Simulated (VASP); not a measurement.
# BN (P6_3mc) in VASP: further runs

Runs on BN. Level: LDA. Tasks: vibrations by perturbation theory, elastic constants.

Everything below comes from runs of VASP 6.6.1. Logs are shortened: lines on timing, memory, paths and dates and some standing lists are left out, and cuts for length are marked.

### 1 The cell of the first run

It takes space group P6_3mc (No. 186, hexagonal). The conventional cell has a = 2.517 Å, b = 2.517 Å, c = 4.165 Å, α = 90.00°, β = 90.00°, γ = 120.00°. B (site symmetry 3m) has 4 N at 1.54 to 1.56 Å within 2.1 Å. Within 2.1 Å of N (site symmetry 3m) lie 4 B at 1.54 to 1.56 Å.

### 2 Vibrations by perturbation theory, LDA

INCAR

```
SYSTEM = BN
PREC     = Accurate       ! precision mode
ENCUT    = 520            ! plane-wave cutoff, eV
EDIFF    = 1E-8           ! SCF threshold, eV
ISMEAR   = 0              ! smearing method
SIGMA    = 0.01           ! smearing width, eV
LREAL    = .FALSE.        ! projectors in reciprocal space
LASPH    = .TRUE.         ! aspherical terms in the spheres
NELM     = 80             ! most SCF steps
ALGO     = Normal         ! electronic algorithm
ISIF     = 2              ! what is computed and relaxed
LWAVE    = .FALSE.        ! write WAVECAR
LCHARG   = .FALSE.        ! write CHGCAR
GGA      = CA             ! functional
NBANDS   = 16             ! bands
IBRION   = 8              ! ionic algorithm
NSW      = 1              ! ionic steps
LEPSILON = .TRUE.         ! dielectric tensor by DFPT
```

KPOINTS

```
regular mesh
0
G
  12 12 6
  0 0 0
```

POSCAR

```
BN
1.0
    2.5169476407      0.0000000000      0.0000000000
   -1.2584738203      2.1797405969      0.0000000000
    0.0000000000      0.0000000000      4.1651012075
B N
2 2
Direct
    0.6666666667      0.3333333333      0.9996713841
    0.3333333333      0.6666666667      0.4996713841
    0.6666666667      0.3333333333      0.6253286159
    0.3333333333      0.6666666667      0.1253286159
```

Potentials or basis: VASP PAW LDA potentials, release 64 (B, N).

On the command line:

```sh
$ cat potpaw_LDA.64/B/POTCAR potpaw_LDA.64/N/POTCAR > POTCAR
$ mpirun -np 1 vasp_std > vasp.out
```

OUTCAR:

```text
SYSTEM = BN
   PREC = Accurate
   ENCUT = 520
   EDIFF = 1E-8
   ISMEAR = 0
   LREAL = .FALSE.
   LASPH = .TRUE.
   NELM = 80
   ISIF = 2
   GGA = CA
   IBRION = 8
   NSW = 1
   LEPSILON = .TRUE.

 ion  position               nearest neighbor table
   1  0.667  0.333  1.000-   4 1.54   4 1.54   4 1.54   3 1.56
   2  0.333  0.667  0.500-   3 1.54   3 1.54   3 1.54   4 1.56
   3  0.667  0.333  0.625-   2 1.54   2 1.54   2 1.54   1 1.56
   4  0.333  0.667  0.125-   1 1.54   1 1.54   1 1.54   2 1.56

  LATTYP: Found a hexagonal cell.
 ALAT       =     2.5169476407
 C/A-ratio  =     1.6548223492

  Lattice vectors:

 A1 = (   2.5169476407,   0.0000000000,   0.0000000000)
 A2 = (  -1.2584738203,   2.1797405969,   0.0000000000)
 A3 = (   0.0000000000,   0.0000000000,   4.1651012075)

Analysis of symmetry for initial positions (statically):
=====================================================================
 Subroutine PRICEL returns:
 Original cell was already a primitive cell.

 Routine SETGRP: Setting up the symmetry group for a
 hexagonal supercell.

 Subroutine GETGRP returns: Found 12 space group operations
 (whereof  6 operations were pure point group operations)
 out of a pool of 24 trial point group operations.

The static configuration has the point symmetry C_3v.
 The point group associated with its full space group is C_6v.

Analysis of symmetry for dynamics (positions and initial velocities):
=====================================================================
 Subroutine PRICEL returns:
 Original cell was already a primitive cell.

 Routine SETGRP: Setting up the symmetry group for a
 hexagonal supercell.

 Subroutine GETGRP returns: Found 12 space group operations
[... 731 lines left out ...]
 ---------------------------------------------------------------------------------
 ion    1
    1     1.80524     0.00000     0.00000
    2     0.00000     1.80524    -0.00000
    3     0.00000    -0.00000     1.89934
 ion    2
    1     1.80524     0.00000     0.00000
    2     0.00000     1.80524     0.00000
    3     0.00000     0.00000     1.89934
 ion    3
    1    -1.80524    -0.00000    -0.00000
    2    -0.00000    -1.80524     0.00000
    3     0.00000     0.00000    -1.89934
 ion    4
    1    -1.80524    -0.00000     0.00000
    2    -0.00000    -1.80524     0.00000
    3     0.00000    -0.00000    -1.89934

 INTERNAL STRAIN TENSOR FOR ION    4 for displacements in x,y,z  (eV/Angst):
          X           Y           Z          XY          YZ          ZX
  --------------------------------------------------------------------------------
  x    -0.00000     0.00000     0.00000    -5.75896    -0.00000    -3.39473
  y    -5.75896     5.75896    -0.00000     0.00000    -3.52056    -0.00000
  z    -2.14026    -2.14026     1.91788    -0.00000     0.00000     0.00000

 SECOND DERIVATIVES (NOT SYMMETRIZED)
 ------------------------------------
               1X          1Y          1Z          2X          2Y          2Z          3X          3Y          3Z          4X          4Y          4Z
  1X   -27.008303   -0.000000    0.000000    0.208660    0.000000   -0.000000    4.889144    0.000000   -0.000000   21.910500    0.000000    0.000000
  1Y    -0.000000  -27.008303    0.000000    0.000000    0.208660    0.000000    0.000000    4.889144   -0.000000    0.000000   21.910500    0.000000
  1Z     0.000000    0.000000  -37.297633    0.000000   -0.000000   12.075796    0.000000    0.000000    9.885746    0.000000    0.000000   15.336091
  2X     0.208660    0.000000    0.000000  -27.008303   -0.000000   -0.000000   21.910500    0.000000   -0.000000    4.889144    0.000000   -0.000000
  2Y     0.000000    0.208660    0.000000   -0.000000  -27.008303    0.000000    0.000000   21.910500    0.000000    0.000000    4.889144    0.000000
  2Z     0.000000    0.000000   12.075796   -0.000000    0.000000  -37.297633    0.000000   -0.000000   15.336091    0.000000   -0.000000    9.885746
  3X     4.886977    0.000000   -0.000000   21.913437    0.000000    0.000000  -27.208356   -0.000000    0.000000    0.407943    0.000000   -0.000000
  3Y     0.000000    4.886977    0.000000    0.000000   21.913437    0.000000   -0.000000  -27.208356    0.000000    0.000000    0.407943   -0.000000
  3Z     0.000000   -0.000000    9.841402    0.000000    0.000000   15.386741    0.000000   -0.000000  -39.863944    0.000000    0.000000   14.635802
  4X    21.913437    0.000000   -0.000000    4.886977    0.000000    0.000000    0.407943    0.000000    0.000000  -27.208356   -0.000000    0.000000
  4Y     0.000000   21.913437    0.000000    0.000000    4.886977    0.000000    0.000000    0.407943    0.000000   -0.000000  -27.208356    0.000000
  4Z     0.000000    0.000000   15.386741   -0.000000    0.000000    9.841402    0.000000   -0.000000   14.635802   -0.000000    0.000000  -39.863944

 Eigenvectors and eigenvalues of the dynamical matrix
 ----------------------------------------------------

   1 f  =   34.213650 THz   214.970702 2PiTHz 1141.244514 cm-1   141.496222 meV
             X         Y         Z           dx          dy          dz
      1.258474  0.726580  4.163732    -0.000000    0.000000   -0.632918
     -0.000000  1.453160  2.081182    -0.000000    0.000000    0.632918
      1.258474  0.726580  2.604557     0.000000   -0.000000   -0.315301
     -0.000000  1.453160  0.522006     0.000000   -0.000000    0.315301
[... 71 lines left out ...]
  12 f/i=    0.001970 THz     0.012380 2PiTHz    0.065722 cm-1     0.008149 meV
             X         Y         Z           dx          dy          dz
      1.258474  0.726580  4.163732     0.000000   -0.000000    0.466786
     -0.000000  1.453160  2.081182     0.000000   -0.000000    0.466786
      1.258474  0.726580  2.604557     0.000000   -0.000000    0.531141
     -0.000000  1.453160  0.522006     0.000000   -0.000000    0.531141

--------------------------------------------------------------------------------------------------------

 MACROSCOPIC STATIC DIELECTRIC TENSOR IONIC CONTRIBUTION
 ------------------------------------------------------
           1.925861     0.000000    -0.000000
           0.000000     1.925861     0.000000
          -0.000000     0.000000     2.264982
 ------------------------------------------------------

 ELASTIC MODULI CONTR FROM IONIC RELAXATION (kBar)
 Direction    XX          YY          ZZ          XY          YZ          ZX
 --------------------------------------------------------------------------------
 XX        -194.1760    142.7336     23.2034     -0.0000     -0.0000     -0.0000
 YY         142.7336   -194.1760     23.2034     -0.0000     -0.0000      0.0000
 ZZ          23.2034     23.2034    -20.9321      0.0000      0.0000     -0.0000
 XY          -0.0000     -0.0000      0.0000   -168.4548     -0.0000      0.0000
 YZ          -0.0000     -0.0000      0.0000      0.0000    -64.3760     -0.0000
 ZX          -0.0000      0.0000     -0.0000      0.0000     -0.0000    -56.6977
 --------------------------------------------------------------------------------

 PIEZOELECTRIC TENSOR IONIC CONTR  for field in x, y, z        (C/m^2)
          XX          YY          ZZ          XY          YZ          ZX
  --------------------------------------------------------------------------------
  x     0.00000    -0.00000     0.00000    -0.00000     0.00000     0.31093
  y     0.00000    -0.00000    -0.00000    -0.00000     0.33132     0.00000
  z     0.22712     0.22712    -0.20489     0.00000     0.00000    -0.00000
```

Wall time 4.4 min (1 thread of Intel Xeon 6975P-C (Granite Rapids), shared host); peak memory 0.41 GiB.

Results:

| Item | Value |
| --- | --- |
| Electronic dielectric tensor (diagonal) | 4.52, 4.52, 4.67 |
| Born charges (mean of the diagonal) | B +1.84; N -1.84 e |
| Highest phonon frequency at Γ, LO-TO splitting left out | 1141 cm⁻¹ |

Phonon frequencies in cm⁻¹ (negative: imaginary):
| q point | frequencies |
| --- | --- |
| (0.000, 0.000, 0.000) | 0 0 0 476 476 997 997 999 1060 1093 1093 1141 |

Electronic dielectric tensor:
```
4.52 0.00 0.00
0.00 4.52 0.00
0.00 0.00 4.67
```

Born effective charge tensors (e):
atom 1, B
```
1.81 0.00 0.00
0.00 1.81 0.00
0.00 0.00 1.90
```
atom 2, B
```
1.81 0.00 0.00
0.00 1.81 0.00
0.00 0.00 1.90
```
atom 3, N
```
-1.81  0.00  0.00
 0.00 -1.81  0.00
 0.00  0.00 -1.90
```
atom 4, N
```
-1.81  0.00  0.00
 0.00 -1.81  0.00
 0.00  0.00 -1.90
```

Caveat: the cell stands under pressure or tension, which shifts response properties.

### 3 Elastic constants, LDA

This run uses another cell than the first one, of 5.65 Å³/atom.

INCAR

```
  PREC = Accurate
  ENCUT = 600
  EDIFF = 1E-8
  ISMEAR = 0
  SIGMA = 0.01
  LREAL = F
  LASPH = T
  NELM = 100
  ALGO = Normal
  ISIF = 3
  LWAVE = F
  LCHARG = T
  GGA = CA
  IBRION = 6
  NFREE = 2
  POTIM = 0.015
  NSW = 1
```

KPOINTS

```
Automatic mesh
0
Gamma
  12 12 6
```

POSCAR

```
BN
1.0
    2.5069531345      0.0000000000      0.0000000000
   -1.2534765672      2.1710851006      0.0000000000
    0.0000000000      0.0000000000      4.1488953227
B N
2 2
Direct
    0.6666666667      0.3333333333      0.9996232220
    0.3333333333      0.6666666667      0.4996232220
    0.6666666667      0.3333333333      0.6253767780
    0.3333333333      0.6666666667      0.1253767780
```

Potentials or basis: VASP PAW LDA potentials, release 64 (B, N).

On the command line:

```sh
$ cat potpaw_LDA.64/B/POTCAR potpaw_LDA.64/N/POTCAR > POTCAR
$ mpirun -np 1 vasp_std > vasp.out
```

OUTCAR:

```text
PREC = Accurate
   ENCUT = 600
   EDIFF = 1E-8
   ISMEAR = 0
   LREAL = F
   LASPH = T
   NELM = 100
   ISIF = 3
   GGA = CA
   IBRION = 6
   NFREE = 2
   POTIM = 0.015
   NSW = 1

 ion  position               nearest neighbor table
   1  0.667  0.333  1.000-   4 1.54   4 1.54   4 1.54   3 1.55
   2  0.333  0.667  0.500-   3 1.54   3 1.54   3 1.54   4 1.55
   3  0.667  0.333  0.625-   2 1.54   2 1.54   2 1.54   1 1.55
   4  0.333  0.667  0.125-   1 1.54   1 1.54   1 1.54   2 1.55

  LATTYP: Found a hexagonal cell.
 ALAT       =     2.5069531345
 C/A-ratio  =     1.6549552784

  Lattice vectors:

 A1 = (   2.5069531345,   0.0000000000,   0.0000000000)
 A2 = (  -1.2534765672,   2.1710851006,   0.0000000000)
 A3 = (   0.0000000000,   0.0000000000,   4.1488953227)

[... 806 lines left out ...]

 INTERNAL STRAIN TENSOR FOR ION    4 for displacements in x,y,z  (eV/Angst):
          X           Y           Z          XY          YZ          ZX
  --------------------------------------------------------------------------------
  x    -0.00000     0.00000     0.00000    -6.28483    -0.00000    -3.85247
  y    -6.28483     6.28483     0.00000     0.00000    -3.85247    -0.00000
  z    -2.47735    -2.47735     2.61131    -0.00000     0.00000     0.00000

 Eigenvectors and eigenvalues of the dynamical matrix
 ----------------------------------------------------

   1 f  =   34.495549 THz   216.741927 2PiTHz 1150.647661 cm-1   142.662064 meV
             X         Y         Z           dx          dy          dz
      1.253477  0.723695  4.147332    -0.000000    0.000000    0.638305
     -0.000000  1.447390  2.072884    -0.000000   -0.000000   -0.638305
      1.253477  0.723695  2.594623     0.000000    0.000000    0.304247
     -0.000000  1.447390  0.520175     0.000000    0.000000   -0.304247
[... 71 lines left out ...]
  12 f/i=    0.000566 THz     0.003553 2PiTHz    0.018865 cm-1     0.002339 meV
             X         Y         Z           dx          dy          dz
      1.253477  0.723695  4.147332    -0.000000    0.000000   -0.466762
     -0.000000  1.447390  2.072884    -0.000000    0.000000   -0.466762
      1.253477  0.723695  2.594623    -0.000000    0.000000   -0.531162
     -0.000000  1.447390  0.520175    -0.000000    0.000000   -0.531162

--------------------------------------------------------------------------------------------------------

 ELASTIC MODULI CONTR FROM IONIC RELAXATION (kBar)
 Direction    XX          YY          ZZ          XY          YZ          ZX
 --------------------------------------------------------------------------------
 XX        -231.1836    164.2446     35.2889     -0.0000     -0.0000      0.0000
 YY         164.2446   -231.1836     35.2889     -0.0000      0.0000     -0.0000
 ZZ          35.2889     35.2889    -37.2071      0.0000      0.0000     -0.0000
 XY          -0.0000     -0.0000      0.0000   -197.7141     -0.0000      0.0000
 YZ          -0.0000      0.0000      0.0000     -0.0000    -76.3836     -0.0000
 ZX           0.0000     -0.0000     -0.0000      0.0000     -0.0000    -76.3836
 --------------------------------------------------------------------------------

 TOTAL ELASTIC MODULI (kBar)
 Direction    XX          YY          ZZ          XY          YZ          ZX
 --------------------------------------------------------------------------------
 XX       10319.6867   1620.0364    701.6539      0.0000     -0.0000      0.0000
 YY        1620.0364  10319.6867    701.6539      0.0000      0.0000     -0.0000
 ZZ         701.6539    701.6539  11531.5713      0.0000      0.0000     -0.0000
 XY           0.0000      0.0000      0.0000   4349.8252     -0.0000      0.0000
 YZ          -0.0000      0.0000      0.0000     -0.0000   3537.3578      0.0000
 ZX           0.0000     -0.0000     -0.0000      0.0000      0.0000   3537.3578
 --------------------------------------------------------------------------------
```

Wall time 6.2 min (1 thread of Intel Xeon 6975P-C (Granite Rapids), shared host); peak memory 0.35 GiB.

Results:

* Voigt bulk modulus: 425 GPa
* Highest phonon frequency at Γ, LO-TO splitting left out: 1151 cm⁻¹

Phonon frequencies in cm⁻¹ (negative: imaginary):
```tsv
q point	frequencies
(0.000, 0.000, 0.000)	0 0 0 478 478 1014 1014 1015 1077 1108 1108 1151
```

Elastic tensor in Voigt notation (GPa, in the Cartesian axes of the cell as first typed):
```
1032  162   70    0    0    0
 162 1032   70    0    0    0
  70   70 1153    0    0    0
   0    0    0  354    0    0
   0    0    0    0  354    0
   0    0    0    0    0  435
```

Clamped-ion elastic tensor (GPa):
```
1055  146   67    0    0    0
 146 1055   67    0    0    0
  67   67 1157    0    0    0
   0    0    0  361    0    0
   0    0    0    0  361    0
   0    0    0    0    0  455
```

Caveat: the cell is under stress, which shifts elastic constants.
